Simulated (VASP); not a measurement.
# H2 in VASP: single point with PBE+D3(BJ)

Aim: the single point of H2 with PBE+D3(BJ).

All numbers are computed with VASP 6.6.1; they aren't measurements. Logs are shortened: lines on timing, memory, paths and dates and some standing lists are left out, and cuts for length are marked.

**1. The cell of the first run**

The cell holds a molecule in a box, 2 atoms: a = 6.007 Å, b = 6.363 Å, c = 25.163 Å, α = 90.00°, β = 90.00°, γ = 90.00°.

**2. Single point, PBE+D3(BJ)**

INCAR

```
ALGO     = Normal         # electronic algorithm
DIPOL    = 0.5 0.5 0.713
EDIFF    = 1E-6           # SCF threshold, eV
ENCUT    = 400            # plane-wave cutoff, eV
GGA      = PE             # functional
GGA_COMPAT= F            
IDIPOL   = 3            
ISIF     = 2              # what is computed and relaxed
ISMEAR   = 0              # smearing method
IVDW     = 12             # dispersion correction
LASPH    = T              # aspherical terms in the spheres
LCHARG   = T              # write CHGCAR
LDIPOL   = T            
LELF     = T              # ELF
LREAL    = F              # projectors in reciprocal space
LVACPOTAV= T            
LVHAR    = T            
LWAVE    = F              # write WAVECAR
NBANDS   = 8              # bands
NELM     = 120            # most SCF steps
NELMDL   = -8           
PREC     = Accurate       # precision mode
SIGMA    = 0.1            # smearing width, eV
```

KPOINTS

```
k-points
0
Gamma
  3 3 1
```

POSCAR

```
H
1.0
    6.0074565210      0.0000000000      0.0000000000
    0.0000000000      6.3633101418      0.0000000000
    0.0000000000      0.0000000000     25.1630132791
H
2
Direct
    0.2513188372      0.3966301116      0.6996083553
    0.2511259444      0.4400960859      0.7273410375
```

Potentials or basis: VASP PAW PBE potentials, release 64 (H).

Command:

```bash
cat potpaw_PBE.64/H/POTCAR > POTCAR
mpirun -np 1 vasp_std > vasp.out
```

OUTCAR:

```text
EDIFF = 1E-6
   ENCUT = 400
   GGA = PE
   ISIF = 2
   ISMEAR = 0
   IVDW = 12
   LASPH = T
   LREAL = F
   NELM = 120
   NELMDL = -8
   PREC = Accurate
 IVDW          = 12

 ion  position               nearest neighbor table
   1  0.251  0.397  0.700-   2 0.75
   2  0.251  0.440  0.727-   1 0.75

  LATTYP: Found a simple orthorhombic cell.
 ALAT       =     6.0074565210
 B/A-ratio  =     1.0592353219
 C/A-ratio  =     4.1886301118

  Lattice vectors:

 A1 = (   6.0074565210,   0.0000000000,   0.0000000000)
 A2 = (   0.0000000000,   6.3633101418,   0.0000000000)
 A3 = (   0.0000000000,   0.0000000000,  25.1630132791)

Analysis of symmetry for initial positions (statically):
=====================================================================
 Subroutine PRICEL returns:
 Original cell was already a primitive cell.

 Routine SETGRP: Setting up the symmetry group for a
 simple orthorhombic supercell.

 Subroutine GETGRP returns: Found  2 space group operations
 (whereof  1 operations were pure point group operations)
 out of a pool of  8 trial point group operations.

The static configuration has the point symmetry C_1 .
 The point group associated with its full space group is S_2 .

Analysis of symmetry for dynamics (positions and initial velocities):
=====================================================================
 Subroutine PRICEL returns:
 Original cell was already a primitive cell.

 Routine SETGRP: Setting up the symmetry group for a
 simple orthorhombic supercell.

 Subroutine GETGRP returns: Found  2 space group operations
 (whereof  1 operations were pure point group operations)
 out of a pool of  8 trial point group operations.

The dynamic configuration has the point symmetry C_1 .
 The point group associated with its full space group is S_2 .

 Subroutine INISYM returns: Found  2 space group operations
 (whereof  1 operations are pure point group operations),
 and found     1 'primitive' translations

----------------------------------------------------------------------------------------

                                     Primitive cell

  volume of cell :     961.9143

  direct lattice vectors                    reciprocal lattice vectors
     6.007456521  0.000000000  0.000000000     0.166459798  0.000000000  0.000000000
     0.000000000  6.363310142  0.000000000     0.000000000  0.157150913  0.000000000
     0.000000000  0.000000000 25.163013279     0.000000000  0.000000000  0.039740868

  length of vectors
     6.007456521  6.363310142 25.163013279     0.166459798  0.157150913  0.039740868

  position of ions in fractional coordinates (direct lattice)
     0.251318837  0.396630112  0.699608355
     0.251125944  0.440096086  0.727341037

  ion indices of the primitive-cell ions
   primitive index   ion index
                 1           1
                 2           2

----------------------------------------------------------------------------------------

 KPOINTS: k-points

Automatic generation of k-mesh.
 Grid dimensions read from file:
 generate k-points for:    3    3    1

 Generating k-lattice:

  Cartesian coordinates                     Fractional coordinates (reciprocal lattice)
     0.055486599  0.000000000  0.000000000     0.333333333  0.000000000  0.000000000
     0.000000000  0.052383638  0.000000000     0.000000000  0.333333333  0.000000000
     0.000000000  0.000000000  0.039740868     0.000000000  0.000000000  1.000000000

  Length of vectors
     0.055486599  0.052383638  0.039740868

  Shift w.r.t. Gamma in fractional coordinates (k-lattice)
     0.000000000  0.000000000  0.000000000

 Subroutine IBZKPT returns following result:
 ===========================================

 Found      5 irreducible k-points:

 Following reciprocal coordinates:
            Coordinates               Weight
  0.000000  0.000000  0.000000      1.000000
  0.333333  0.000000  0.000000      2.000000
  0.000000  0.333333  0.000000      2.000000
  0.333333  0.333333  0.000000      2.000000
  0.333333 -0.333333  0.000000      2.000000
   k-points           NKPTS =      5   k-points in BZ     NKDIM =      5   number of bands    NBANDS=      8
   number of dos      NEDOS =    301   number of ions     NIONS =      2
   total plane-waves  NPLWV = 282240
   dimension x,y,z NGX =    40 NGY =   42 NGZ =  168
   dimension x,y,z NGXF=    80 NGYF=   84 NGZF=  336
   ions per type =               2
   NGX,Y,Z   is equivalent  to a cutoff of  11.07, 10.97, 11.10 a.u.
   NGXF,Y,Z  is equivalent  to a cutoff of  22.14, 21.95, 22.20 a.u.
 SYSTEM =  unknown system
   PREC   = accura    normal or accurate (medium, high low for compatibility)
   ISTART =      0    job   : 0-new  1-cont  2-samecut
   ICHARG =      2    charge: 1-file 2-atom 10-const
   ISPIN  =      1    spin polarized calculation?
   LNONCOLLINEAR =      F non collinear calculations
   LSORBIT =      F    spin-orbit coupling
   LASPH  =      T    aspherical Exc in radial PAW
   ENCUT  =  400.0 eV  29.40 Ry    5.42 a.u.   9.80 10.38 41.03*2*pi/ulx,y,z
   NELM   =    120;   NELMIN=  2; NELMDL= -8     # of ELM steps
   EDIFF  = 0.1E-05   stopping-criterion for ELM
   LREAL  =      F    real-space projection
   EDIFFG = 0.1E-04   stopping-criterion for IOM
   NSW    =      0    number of steps for IOM
   IBRION =     -1    ionic relax: 0-MD 1-quasi-New 2-CG
   NFREE  =      0    steps in history (QN), initial steepest desc. (CG)
   ISIF   =      2    stress and relaxation
   ISYM   =      2    0-nonsym 1-usesym 2-fastsym
   POTIM  = 0.5000    time-step for ionic-motion
   TEBEG  =    0.0;   TEEND  =   0.0 temperature during run
   PSTRESS=    0.0 pullay stress
   NELECT =       2.0000    total number of electrons
   NUPDOWN=      -1.0000    fix difference up-down
   EMIN   =  10.00;   EMAX   =-10.00  energy-range for DOS
   EFERMI =   0.00;   METHOD = LEGACY
   ISMEAR =     0;   SIGMA  =   0.10  broadening in eV -4-tet -1-fermi 0-gaus
   EFERMI_NEDOS =   21; number of points for ismear=-14 and -15
   IALGO  =     38    algorithm
   IMIX   =      4    mixing-type and parameters
     AMIX     =   0.40;   BMIX     =  1.00
     AMIX_MAG =   1.60;   BMIX_MAG =  1.00
  volume/ion in A,a.u.               =     480.96      3245.66
  Fermi-wavevector in a.u.,A,eV,Ry     =   0.208949  0.394856  0.594024  0.043659
  Thomas-Fermi vector in A             =   0.974706
   LORBIT       =      0    0 simple, 1 ext, 2 COOP (PROOUT), +10 PAW based schemes
   GGA     = PE    functional components
   LHFCALC =     F    Hartree Fock is set to
   AEXX    =    0.0000 exact exchange contribution
   IVDW    =    12    specifies the selected vdW correction
   LEPSILON=     F    determine dielectric tensor
   LRPA    =     F    only Hartree local field effects (RPA)
 non-spin polarized calculation
 Gauss-broadening in eV      SIGMA  =   0.10
  energy-cutoff  :      400.00
  volume of cell :      961.91
 maximum number of plane-waves:     17518
 NGX is ok and might be reduce to    40
   NGX = 19   NGY = 21   NGZ = 83

 dipolmoment           0.000000      0.000000     -0.000002 electrons x Angstroem

 number of electron       1.9999999 magnetization

 dipolmoment           0.000000      0.000000      0.000001 electrons x Angstroem

 Free energy of the ion-electron system (eV)
  ---------------------------------------------------
  ext. energy  EPLUGINS =         0.00000000
  ---------------------------------------------------
  free energy    TOTEN  =        -6.76034219 eV

  energy without entropy =       -6.76034219  energy(sigma->0) =       -6.76034219

 E-fermi :  -9.8023     XC(G=0):  -0.3701

 val. band max:      -10.2747102062   @ k =   0.3333   0.3333   0.0000
 cond. band min:      -0.2424828307   @ k =   0.0000   0.0000   0.0000
 fundamental gap:     10.0322273755
 Fermi energy:        -9.8022559619

 k-point     1 :       0.0000    0.0000    0.0000
  band No.  band energies     occupation
      1     -10.2792      2.00000
      2      -0.2425      0.00000
      3      -0.1284      0.00000
      4       0.1256      0.00000
      5       0.4861      0.00000
      6       0.8623      0.00000
      7       1.4400      0.00000
      8       2.0119      0.00000

 k-point     2 :       0.3333    0.0000    0.0000
  band No.  band energies     occupation
      1     -10.2764      2.00000
      2       0.0751      0.00000
      3       0.2355      0.00000
      4       0.5638      0.00000
      5       0.8833      0.00000
      6       1.1082      0.00000
      7       1.4255      0.00000
      8       1.6489      0.00000

 k-point     3 :       0.0000    0.3333    0.0000
  band No.  band energies     occupation
      1     -10.2775      2.00000
      2      -0.0254      0.00000
      3       0.2236      0.00000
      4       0.5130      0.00000
      5       0.8162      0.00000
      6       1.0084      0.00000
      7       1.3303      0.00000
      8       1.5903      0.00000

 k-point     4 :       0.3333    0.3333    0.0000
  band No.  band energies     occupation
      1     -10.2747      2.00000
      2       0.3049      0.00000
      3       0.5374      0.00000
      4       0.9685      0.00000
      5       1.0529      0.00000
      6       1.2762      0.00000
      7       1.5825      0.00000
      8       1.9502      0.00000

 k-point     5 :       0.3333   -0.3333    0.0000
  band No.  band energies     occupation
      1     -10.2747      2.00000
      2       0.3040      0.00000
      3       0.5384      0.00000
      4       0.9685      0.00000
      5       1.0534      0.00000
      6       1.2757      0.00000
      7       1.5825      0.00000
      8       1.9501      0.00000

------------------------ aborting loop because EDIFF is reached ----------------------------------------

 vacuum level on the upper side and lower side of the slab       (xc-potential included)        -0.063        -0.061

 Edisp (eV)   -0.00284

 E8    (eV) :    -0.0006

  FORCE on cell =-STRESS in cart. coord.  units (eV):
  Direction    XX          YY          ZZ          XY          YZ          ZX
  --------------------------------------------------------------------------------------
  -------------------------------------------------------------------------------------
  Total      -0.12113    -0.12623    -0.14955     0.00003    -0.01113     0.00005
  in kB      -0.20175    -0.21025    -0.24910     0.00005    -0.01854     0.00008
  external pressure =       -0.22 kB  Pullay stress =        0.00 kB

 VOLUME and BASIS-vectors are now :
 -----------------------------------------------------------------------------
  energy-cutoff  :      400.00
  volume of cell :      961.91
      direct lattice vectors                 reciprocal lattice vectors
     6.007456521  0.000000000  0.000000000     0.166459798  0.000000000  0.000000000
     0.000000000  6.363310142  0.000000000     0.000000000  0.157150913  0.000000000
     0.000000000  0.000000000 25.163013279     0.000000000  0.000000000  0.039740868

 POSITION                                       TOTAL-FORCE (eV/Angst)
 -----------------------------------------------------------------------------------
      1.50979      2.52388     17.60425         0.000014     -0.000586     -0.000968
      1.50863      2.80047     18.30209        -0.000014      0.000586      0.000968
 -----------------------------------------------------------------------------------
    total drift:                                0.000006      0.000001      0.000005

  FREE ENERGIE OF THE ION-ELECTRON SYSTEM (eV)
  ---------------------------------------------------
  free  energy   TOTEN  =        -6.7631791091 eV

  energy  without entropy=       -6.7631791091  energy(sigma->0) =       -6.76317911

 vacuum level on the upper side and lower side of the slab         0.027         0.027
```

Run time: 38 s. Hardware: 1 thread of Intel Xeon 6975P-C (Granite Rapids), shared host; peak memory 0.56 GiB.

What came out:

```yaml
Free_energy: -6.7632 eV
Gap_between_the_frontier_levels: 10.03 eV, indirect (the least direct gap lies 4.5 meV higher)
Dispersion_energy_per_atom: -0.001 eV
Ionisation_potential_of_the_upper_face: 10.30 eV
```
